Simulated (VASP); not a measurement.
# Sn2Te3Se (P-6m2) in VASP: notebook

Sn2Te3Se is run at these levels: PBE; tasks: single point, relaxation of cell and atoms.

All numbers are computed with VASP 6.6.1; they aren't measurements. Logs are shortened: lines on timing, memory, paths and dates and some standing lists are left out, and cuts for length are marked.

## (1) The cell of the first run

It takes space group P-6m2 (No. 187, hexagonal). Conventional cell: a = 4.794 Å, b = 4.794 Å, c = 10.095 Å, α = 90.00°, β = 90.00°, γ = 120.00°. Sn (site symmetry 3m) has 3 Se at 3.72 Å and 9 Te at 3.72 to 3.77 Å and 8 Sn at 4.79 to 5.12 Å within 5.2 Å. Within 3.6 Å of Te (site symmetry -6m2) lie 3 Te at 2.77 Å. Te (site symmetry -6m2) has 3 Se at 2.77 Å and 6 Sn at 3.72 Å within 3.8 Å. Te (site symmetry -6m2) has 3 Te at 2.77 Å within 3.6 Å. Se (site symmetry -6m2) has 3 Te at 2.77 Å and 6 Sn at 3.72 Å within 3.8 Å.

The cell was generated, and may not be a known phase.

## (2) Single point, PBE

Contents of INCAR:

```
SYSTEM = Sn2Te3Se
PREC = Accurate
ENCUT = 520
EDIFF = 1E-6
ISMEAR = 0
SIGMA = 0.1
LREAL = .False.
LASPH = .True.
NELM = 100
ALGO = Normal
ISIF = 2
LWAVE = .False.
LCHARG = .False.
GGA = PE
NBANDS = 35
```

Contents of KPOINTS:

```
regular mesh
0
Gamma
  6 6 2
  0 0 0
```

Contents of POSCAR:

```
Sn2Te3Se
1.0
    4.7936443900      0.0000000000      0.0000000000
   -2.3968222000      4.1514178200      0.0000000000
    0.0000000000      0.0000000000     10.0953369700
Sn Te Se
2 3 1
Direct
    0.3333333300      0.6666666700      0.2462391900
    0.3333333300      0.6666666700      0.7537608100
    0.6666666700      0.3333333300      0.5000000000
    0.0000000000      0.0000000000      0.0000000000
    0.0000000000      0.0000000000      0.5000000000
    0.6666666700      0.3333333300      0.0000000000
```

Potentials or basis: VASP PAW PBE potentials, release 64 (Sn_d, Te, Se).

Run with:

```console
$ cat potpaw_PBE.64/Sn_d/POTCAR potpaw_PBE.64/Te/POTCAR potpaw_PBE.64/Se/POTCAR > POTCAR
$ mpirun -np 1 vasp_std > vasp.out
```

OUTCAR:

```text
SYSTEM = Sn2Te3Se
   PREC = Accurate
   ENCUT = 520
   EDIFF = 1E-6
   ISMEAR = 0
   LREAL = .False.
   LASPH = .True.
   NELM = 100
   ISIF = 2
   GGA = PE

 ion  position               nearest neighbor table
   1  0.333  0.667  0.246-   4 3.72   4 3.72   4 3.72
   2  0.333  0.667  0.754-   4 3.72   4 3.72   4 3.72
   3  0.667  0.333  0.500-   5 2.77   5 2.77   5 2.77
   4  0.000  0.000  0.000-   6 2.77   6 2.77   6 2.77   1 3.72   2 3.72   1 3.72   2 3.72   1 3.72
                             2 3.72
   5  0.000  0.000  0.500-   3 2.77   3 2.77   3 2.77
   6  0.667  0.333  0.000-   4 2.77   4 2.77   4 2.77

  LATTYP: Found a hexagonal cell.
 ALAT       =     4.7936443900
 C/A-ratio  =     2.1059837044

  Lattice vectors:

 A1 = (   4.7936443900,   0.0000000000,   0.0000000000)
 A2 = (  -2.3968222000,   4.1514178200,   0.0000000000)
 A3 = (   0.0000000000,   0.0000000000,  10.0953369700)

Analysis of symmetry for initial positions (statically):
=====================================================================
 Subroutine PRICEL returns:
 Original cell was already a primitive cell.

 Routine SETGRP: Setting up the symmetry group for a
 hexagonal supercell.

 Subroutine GETGRP returns: Found 12 space group operations
 (whereof 12 operations were pure point group operations)
 out of a pool of 24 trial point group operations.

The static configuration has the point symmetry D_3h.

Analysis of symmetry for dynamics (positions and initial velocities):
=====================================================================
 Subroutine PRICEL returns:
 Original cell was already a primitive cell.

 Routine SETGRP: Setting up the symmetry group for a
 hexagonal supercell.

 Subroutine GETGRP returns: Found 12 space group operations
 (whereof 12 operations were pure point group operations)
 out of a pool of 24 trial point group operations.

The dynamic configuration has the point symmetry D_3h.

 Subroutine INISYM returns: Found 12 space group operations
 (whereof 12 operations are pure point group operations),
 and found     1 'primitive' translations

----------------------------------------------------------------------------------------

                                     Primitive cell

  volume of cell :     200.9015

  direct lattice vectors                    reciprocal lattice vectors
     4.793644390  0.000000000  0.000000000     0.208609550  0.120440780  0.000000000
    -2.396822200  4.151417820  0.000000000     0.000000000  0.240881560  0.000000000
     0.000000000  0.000000000 10.095336970     0.000000000  0.000000000  0.099055634

  length of vectors
     4.793644390  4.793644394 10.095336970     0.240881560  0.240881560  0.099055634

  position of ions in fractional coordinates (direct lattice)
     0.333333330  0.666666670  0.246239190
     0.333333330  0.666666670  0.753760810
     0.666666670  0.333333330  0.500000000
     0.000000000  0.000000000  0.000000000
     0.000000000  0.000000000  0.500000000
     0.666666670  0.333333330  0.000000000

  ion indices of the primitive-cell ions
   primitive index   ion index
                 1           1
                 2           2
                 3           3
                 4           4
                 5           5
                 6           6

----------------------------------------------------------------------------------------

 KPOINTS: regular mesh

Automatic generation of k-mesh.
 Grid dimensions read from file:
 generate k-points for:    6    6    2

 Generating k-lattice:

  Cartesian coordinates                     Fractional coordinates (reciprocal lattice)
     0.034768258  0.020073463  0.000000000     0.166666667  0.000000000  0.000000000
     0.000000000  0.040146927  0.000000000     0.000000000  0.166666667  0.000000000
     0.000000000  0.000000000  0.049527817     0.000000000  0.000000000  0.500000000

  Length of vectors
     0.040146927  0.040146927  0.049527817

  Shift w.r.t. Gamma in fractional coordinates (k-lattice)
     0.000000000  0.000000000  0.000000000

[... 52 lines left out ...]

 k-point     2 :       0.1667    0.0000    0.0000
  band No.  band energies     occupation
      1     -16.6637      2.00000
      2     -16.6636      2.00000
      3     -16.6629      2.00000
      4     -16.6628      2.00000
      5     -16.6275      2.00000
      6     -16.6271      2.00000
[... 27 lines left out ...]
     34       8.3030      0.00000
     35       9.3565      0.00000

 k-point     3 :       0.3333    0.0000    0.0000
  band No.  band energies     occupation
      1     -16.6638      2.00000
      2     -16.6636      2.00000
      3     -16.6615      2.00000
      4     -16.6614      2.00000
      5     -16.6285      2.00000
      6     -16.6275      2.00000
[... 27 lines left out ...]
     34       8.2431      0.00000
     35      10.3987      0.00000

 k-point     4 :       0.5000    0.0000    0.0000
  band No.  band energies     occupation
      1     -16.6638      2.00000
      2     -16.6636      2.00000
      3     -16.6608      2.00000
      4     -16.6607      2.00000
      5     -16.6290      2.00000
      6     -16.6278      2.00000
[... 27 lines left out ...]
     34       8.4799      0.00000
     35       9.9791      0.00000

 k-point     5 :       0.1667    0.1667    0.0000
  band No.  band energies     occupation
      1     -16.6635      2.00000
      2     -16.6634      2.00000
      3     -16.6621      2.00000
      4     -16.6620      2.00000
      5     -16.6281      2.00000
      6     -16.6273      2.00000
[... 258 lines left out ...]
 k-point    12 :       0.1667    0.1667    0.5000
  band No.  band energies     occupation
      1     -16.6635      2.00000
      2     -16.6635      2.00000
      3     -16.6620      2.00000
      4     -16.6620      2.00000
      5     -16.6277      2.00000
      6     -16.6277      2.00000
[... 27 lines left out ...]
     34       8.2458      0.00000
     35      10.7592      0.00000

 k-point    13 :       0.3333    0.1667    0.5000
  band No.  band energies     occupation
      1     -16.6632      2.00000
      2     -16.6632      2.00000
      3     -16.6613      2.00000
      4     -16.6613      2.00000
      5     -16.6282      2.00000
      6     -16.6281      2.00000
[... 27 lines left out ...]
     34       9.2463      0.00000
     35      10.9808      0.00000

 k-point    14 :       0.3333    0.3333    0.5000
  band No.  band energies     occupation
      1     -16.6621      2.00000
      2     -16.6621      2.00000
      3     -16.6620      2.00000
      4     -16.6620      2.00000
      5     -16.6279      2.00000
      6     -16.6279      2.00000
[... 27 lines left out ...]
     34      10.4331      0.00000
     35      10.5272      0.00000

------------------------ aborting loop because EDIFF is reached ----------------------------------------

  FORCE on cell =-STRESS in cart. coord.  units (eV):
  Direction    XX          YY          ZZ          XY          YZ          ZX
  --------------------------------------------------------------------------------------
  -------------------------------------------------------------------------------------
  Total        9.3841346      9.3841347     -8.1059901     -0.0000000      0.0000000     -0.0000000
  in kB       74.8379245     74.8379246    -64.6447969     -0.0000001      0.0000000     -0.0000000
  external PRESSURE =      28.3436841 kB  Pullay stress =       0.0000000 kB

 VOLUME and BASIS-vectors are now :
 -----------------------------------------------------------------------------
  energy-cutoff  :      520.00
  volume of cell :      200.90
      direct lattice vectors                 reciprocal lattice vectors
     4.793644390  0.000000000  0.000000000     0.208609550  0.120440780  0.000000000
    -2.396822200  4.151417820  0.000000000     0.000000000  0.240881560  0.000000000
     0.000000000  0.000000000 10.095336970     0.000000000  0.000000000  0.099055634

 POSITION                                       TOTAL-FORCE (eV/Angst)
 -----------------------------------------------------------------------------------
     -0.00000      2.76761      2.48587         0.000000     -0.000000     -0.225123
     -0.00000      2.76761      7.60947         0.000000     -0.000000      0.225123
      2.39682      1.38381      5.04767        -0.000000      0.000000      0.000000
      0.00000      0.00000      0.00000         0.000000     -0.000000      0.000000
      0.00000      0.00000      5.04767         0.000000     -0.000000      0.000000
      2.39682      1.38381      0.00000         0.000000     -0.000000      0.000000
 -----------------------------------------------------------------------------------
    total drift:                                0.000016     -0.000009     -0.000000

  FREE ENERGIE OF THE ION-ELECTRON SYSTEM (eV)
  ---------------------------------------------------
  free  energy   TOTEN  =       -17.2407727227 eV

  energy  without entropy=      -17.2229233601  energy(sigma->0) =      -17.23184804
```

Run time: 2.7 min. Hardware: 1 thread of Intel Xeon 8259CL, shared host; peak memory 0.36 GiB.

Results:

```
Free energy            : -17.2408 eV
Pressure               : 2.8 GPa
Largest force          : 0.225 eV/Å
Band gap on the k mesh : zero (bands 26 and 27 overlap by 0.93 eV)
```

Forces on the atoms (eV/Å):
```
Sn   0.000  0.000 -0.225
Sn   0.000  0.000  0.225
Te   0.000  0.000  0.000
Te   0.000  0.000  0.000
Te   0.000  0.000  0.000
Se   0.000  0.000  0.000
```

Stress tensor (GPa, compression positive):
```
 7.48  0.00  0.00
 0.00  7.48  0.00
 0.00  0.00 -6.46
```

Caveat: the stress differs along the axes, from -6 to 7 GPa; spin-orbit coupling is left out, which moves the levels of the heavy elements.

## (3) Single point, PBE

This run uses another cell than the first one, of 29.31 Å³/atom.

Contents of INCAR:

```
SYSTEM = Sn2Te3Se
ALGO = Normal
EDIFF = 1E-7
ENCUT = 520
GGA = PE
ISIF = 2
ISMEAR = 0
LASPH = .TRUE.
LCHARG = .FALSE.
LREAL = .FALSE.
LWAVE = .FALSE.
NBANDS = 35
NELM = 80
PREC = Accurate
SIGMA = 0.1
```

Contents of KPOINTS:

```
k-points
0
G
  12 12 4
  0 0 0
```

Contents of POSCAR:

```
Sn2Te3Se
1.0
    5.2408870250      0.0000000032      0.0000000000
   -2.6204435152      4.5387413004      0.0000000000
    0.0000000000      0.0000000000      7.3933672735
Sn Te Se
2 3 1
Direct
    0.3333333333      0.6666666667      0.2304831347
    0.3333333333      0.6666666667      0.7695168653
    0.6666666667      0.3333333333      0.5000000000
    0.0000000000      0.0000000000      0.0000000000
    0.0000000000      0.0000000000      0.5000000000
    0.6666666667      0.3333333333      0.0000000000
```

Potentials or basis: VASP PAW PBE potentials, release 64 (Sn_d, Te, Se).

Run with:

```console
$ cat potpaw_PBE.64/Sn_d/POTCAR potpaw_PBE.64/Te/POTCAR potpaw_PBE.64/Se/POTCAR > POTCAR
$ mpirun -np 1 vasp_std > vasp.out
```

It took 10 min on 1 thread of Intel Xeon 8259CL, shared host; peak memory 0.51 GiB.

It converged, with:

```
Free energy            : -19.4520 eV
Pressure               : 0.0 GPa
Band gap on the k mesh : zero (bands 26 and 27 overlap by 1.60 eV)
```

Levels at points of the mesh, in eV from the Fermi level:
```csv
k point,band 23,band 24,band 25,band 26,band 27,band 28,band 29,band 30
"(0.00, 0.00, 0.00)",-2.38,-1.79,-1.53,-1.17,-0.57,-0.57,0.66,0.66
"(0.50, 0.00, 0.00)",-0.74,-0.56,-0.08,0.20,0.64,0.77,0.96,1.67
"(0.00, 0.00, 0.50)",-2.23,-2.23,-1.81,-1.81,-0.54,-0.20,1.22,1.96
"(0.50, 0.00, 0.50)",-1.31,-1.28,-0.35,0.38,0.70,0.90,1.06,1.43
```

Caveat: spin-orbit coupling is left out, which moves the levels of the heavy elements.

## (4) Single point, PBE

This run uses another cell than the first one, of 29.47 Å³/atom.

Contents of INCAR:

```
SYSTEM = Sn2Te3Se
PREC = Accurate
ENCUT = 520
EDIFF = 1E-7
ISMEAR = 0
SIGMA = 0.1
LREAL = .False.
LASPH = .True.
NELM = 80
ALGO = Normal
ISIF = 2
LWAVE = .False.
LCHARG = .False.
GGA = PE
NBANDS = 35
```

Contents of KPOINTS:

```
regular mesh
0
Gamma
  12 12 6
  0 0 0
```

Contents of POSCAR:

```
Sn2Te3Se
1.0
    5.2271063425      0.0000000032      0.0000000000
   -2.6135531740      4.5268068793      0.0000000000
    0.0000000000      0.0000000000      7.4737008401
Sn Te Se
2 3 1
Direct
    0.3333333333      0.6666666667      0.2263350699
    0.3333333333      0.6666666667      0.7736649301
    0.6666666667      0.3333333333      0.5000000000
    0.0000000000      0.0000000000      0.0000000000
    0.0000000000      0.0000000000      0.5000000000
    0.6666666667      0.3333333333      0.0000000000
```

Run with:

```console
$ cat potpaw_PBE.64/Sn_d/POTCAR potpaw_PBE.64/Te/POTCAR potpaw_PBE.64/Se/POTCAR > POTCAR
$ mpirun -np 1 vasp_std > vasp.out
```

Run time: 12 min. Hardware: 1 thread of Intel Xeon 8259CL, shared host; peak memory 0.59 GiB.

It converged, with:

```yaml
Free_energy: -19.4440 eV
Pressure: -0.1 GPa
Largest_force: 0.003 eV/Å
Band_gap_on_the_k_mesh: zero (bands 26 and 27 overlap by 1.53 eV)
```

Forces on the atoms (eV/Å):
```
Sn   0.000  0.000 -0.003
Sn   0.000  0.000  0.003
Te   0.000  0.000  0.000
Te   0.000  0.000  0.000
Te   0.000  0.000  0.000
Se   0.000  0.000  0.000
```

Levels at points of the mesh, in eV from the Fermi level:
```tsv
k point	band 24	band 25	band 26	band 27	band 28	band 29
(0.00, 0.00, 0.00)	-1.77	-1.56	-1.13	-0.56	-0.56	0.67
(0.50, 0.00, 0.00)	-0.67	-0.07	0.11	0.67	0.81	0.97
(0.00, 0.00, 0.50)	-2.26	-1.71	-1.71	-0.52	-0.16	1.13
(0.50, 0.00, 0.50)	-1.28	-0.34	0.47	0.72	0.84	1.02
```

Caveat: spin-orbit coupling is left out, which moves the levels of the heavy elements.

## (5) Relaxation of cell and atoms, PBE

This run uses another cell than the first one, of 29.31 Å³/atom.

Contents of INCAR:

```
  PREC = Accurate
  ENCUT = 600
  EDIFF = 1E-6
  ISMEAR = 0
  SIGMA = 0.1
  LREAL = False
  LASPH = True
  NELM = 100
  ALGO = Fast
  ISIF = 3
  LWAVE = False
  LCHARG = False
  GGA = PE
  IBRION = 2
  NSW = 100
  EDIFFG = -0.01
```

Contents of KPOINTS:

```
regular mesh
0
Gamma
  12 12 6
```

Contents of POSCAR:

```
Sn2Te3Se
1.0
    5.2408870250      0.0000000032      0.0000000000
   -2.6204435152      4.5387413004      0.0000000000
    0.0000000000      0.0000000000      7.3933672735
Sn Te Se
2 3 1
Direct
    0.3333333333      0.6666666667      0.2304831347
    0.3333333333      0.6666666667      0.7695168653
    0.6666666667      0.3333333333      0.5000000000
    0.0000000000      0.0000000000      0.0000000000
    0.0000000000      0.0000000000      0.5000000000
    0.6666666667      0.3333333333      0.0000000000
```

Run with:

```console
$ cat potpaw_PBE.64/Sn_d/POTCAR potpaw_PBE.64/Te/POTCAR potpaw_PBE.64/Se/POTCAR > POTCAR
$ mpirun -np 1 vasp_std > vasp.out
```

Run time: 1.5 h. Hardware: 1 thread of Oxide Virtual Turin-like, shared host; peak memory 0.65 GiB.

The run converged. Its results:

- Free energy: -19.4438 eV
- Relaxed volume: 29.42 Å³/atom
- Relaxed cell: a = 5.229 Å, b = 5.229 Å, c = 7.456 Å, α = 90.00°, β = 90.00°, γ = 120.00°
- Space group after relaxing (to 0.1 Å): P-6m2 (No. 187)
- Energy gained by relaxing: 0.4 meV/atom
- Ionic steps: 14
- Pressure after relaxing: 0.0 GPa
- Largest force after relaxing: 0.009 eV/Å
- Band gap on the k mesh: zero (bands 26 and 27 overlap by 1.55 eV)

Forces on the atoms (eV/Å):
```
Sn   0.000  0.000 -0.009
Sn   0.000  0.000  0.009
Te   0.000  0.000  0.000
Te   0.000  0.000  0.000
Te   0.000  0.000  0.000
Se   0.000  0.000  0.000
```

The path:
| step | energy change (eV) | largest force (eV/Å) | pressure (GPa) | volume (Å³) |
| --- | --- | --- | --- | --- |
| 1 | 0.0000 | 0.0336 | -0.04 | 175.87 |
| 2 | -0.0006 | 0.0314 | 0.05 | 175.69 |
| 3 | -0.0009 | 0.0309 | 0.10 | 175.54 |
| 4 | -0.0007 | 0.0299 | 0.27 | 175.23 |
| 5 | -0.0009 | 0.0372 | 0.19 | 175.45 |
| 6 | -0.0012 | 0.0310 | 0.12 | 175.65 |
| 7 | -0.0016 | 0.0308 | 0.10 | 176.03 |
| 8 | -0.0017 | 0.0313 | -0.03 | 176.77 |
| 9 | -0.0017 | 0.0393 | 0.01 | 176.44 |
| 10 | -0.0018 | 0.0278 | 0.01 | 176.48 |
| 11 | -0.0021 | 0.0224 | -0.03 | 176.60 |
| 12 | -0.0022 | 0.0087 | -0.11 | 176.83 |
| 13 | -0.0022 | 0.0202 | -0.08 | 176.73 |
| 14 | -0.0024 | 0.0091 | 0.00 | 176.53 |

Final structure:
```cif
data_structure
_symmetry_space_group_name_H-M 'P 1'
_symmetry_Int_Tables_number 1
_cell_length_a 5.2289
_cell_length_b 5.2289
_cell_length_c 7.4556
_cell_angle_alpha 90.000
_cell_angle_beta 90.000
_cell_angle_gamma 120.000
_cell_volume 176.53
loop_
_atom_site_label
_atom_site_type_symbol
_atom_site_fract_x
_atom_site_fract_y
_atom_site_fract_z
_atom_site_occupancy
Sn1 Sn 0.33333 0.66667 0.22744 1
Sn2 Sn 0.33333 0.66667 0.77256 1
Te1 Te 0.66667 0.33333 0.50000 1
Te2 Te 0.00000 0.00000 0.00000 1
Te3 Te 0.00000 0.00000 0.50000 1
Se1 Se 0.66667 0.33333 0.00000 1
```

Levels at points of the mesh, in eV from the Fermi level:
```csv
k point,band 24,band 25,band 26,band 27,band 28,band 29
"(0.00, 0.00, 0.00)",-1.77,-1.57,-1.14,-0.57,-0.57,0.67
"(0.50, 0.00, 0.00)",-0.65,-0.07,0.13,0.67,0.81,0.97
"(0.00, 0.00, 0.50)",-2.25,-1.74,-1.74,-0.52,-0.17,1.15
"(0.50, 0.00, 0.50)",-1.28,-0.33,0.45,0.72,0.86,1.03
```

Caveat: spin-orbit coupling is left out, which moves the levels of the heavy elements.

## (6) Summary

```csv
task,cell,k mesh,cutoff (eV),gap on the mesh (eV),pressure (GPa),largest force (eV/Å)
single point,"a = 4.794, b = 4.794, c = 10.095 Å, angles 90.0, 90.0, 120.0°, 6 atoms, atomic positions A",6 × 6 × 2,520,none,2.8,0.23
single point,"a = 5.241, b = 5.241, c = 7.393 Å, angles 90.0, 90.0, 120.0°, 6 atoms, atomic positions B",12 × 12 × 4,520,none,0.0,-
single point,"a = 5.227, b = 5.227, c = 7.474 Å, angles 90.0, 90.0, 120.0°, 6 atoms, atomic positions C",12 × 12 × 6,520,none,-0.1,-
relaxation of cell and atoms,"relaxed from a = 5.241, b = 5.241, c = 7.393 Å, angles 90.0, 90.0, 120.0°, 6 atoms, atomic positions B",12 × 12 × 6,600,none,0.0,0.01
```

Alike in all rows: level PBE; potentials or basis VASP PAW PBE potentials, release 64 (Sn_d, Te, Se); no spin polarisation; smearing gaussian 0.1 eV.

Caveats: spin-orbit coupling is left out, which moves the levels of the heavy elements; the stress differs along the axes, from -6 to 7 GPa (at least some runs).

Absolute energies hang on the potentials; compare differences alone.
